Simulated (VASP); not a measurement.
Write the native input for VASP 6.6.1 that does the following.

```
Task                   : electric field gradients
Functional             : LDA
Potentials or basis    : VASP PAW LDA potentials, release 64 (Li_sv)
Cutoff                 : 520 eV
k mesh                 : 12 × 12 × 12
Occupations            : fermi-dirac, width 0.08 eV
Spin                   : no spin polarisation
Dipole correction      : no
Further INCAR settings : ALGO = Normal; EDIFF = 1e-08; NBANDS = 12
```

The structure of Li lies in POSCAR:

```
Li
1.0
    1.5295437082      0.8830824716      7.4857428335
   -1.5295437082      0.8830824716      7.4857428335
    0.0000000000     -1.7661649434      7.4857428335
Li
3
Direct
    0.0000000000      0.0000000000      0.0000000000
    0.2220000000      0.2220000000      0.2220000000
    0.7780000000      0.7780000000      0.7780000000
```

These files were run (other wordings do the same):

INCAR

```
PREC = Accurate ; ENCUT = 520
EDIFF = 1E-8 ; ISMEAR = -1
SIGMA = 0.08 ; LREAL = F
LASPH = T ; NELM = 60
ALGO = Normal ; ISIF = 2
LWAVE = F ; LCHARG = F
LEFG = T ; NBANDS = 12
```

KPOINTS

```
regular mesh
0
Gamma
  12 12 12
```

Potentials or basis: VASP PAW LDA potentials, release 64 (Li_sv).

Command:

```bash
$ cat potpaw_LDA.64/Li_sv/POTCAR > POTCAR
$ mpirun -np 1 vasp_std > vasp.out
```

Results of the run:

```json
{
 "Largest force": "0.009 eV/Å",
 "Band gap on the k mesh": "zero (an odd number of electrons rules out a gap without spin polarisation)",
 "Largest electric field gradient by atom": "Li +0.05, +0.07 (each value once) V/Å²"
}
```

Caveat: without QUAD_EFG the Cq values of the log hold for a quadrupole moment of 1 mb, not for the nuclei.

Run time: 5.9 min on 1 thread of Intel(R) Xeon(R) 6975P-C (Granite Rapids), on a shared host, peak memory 0.37 GiB.
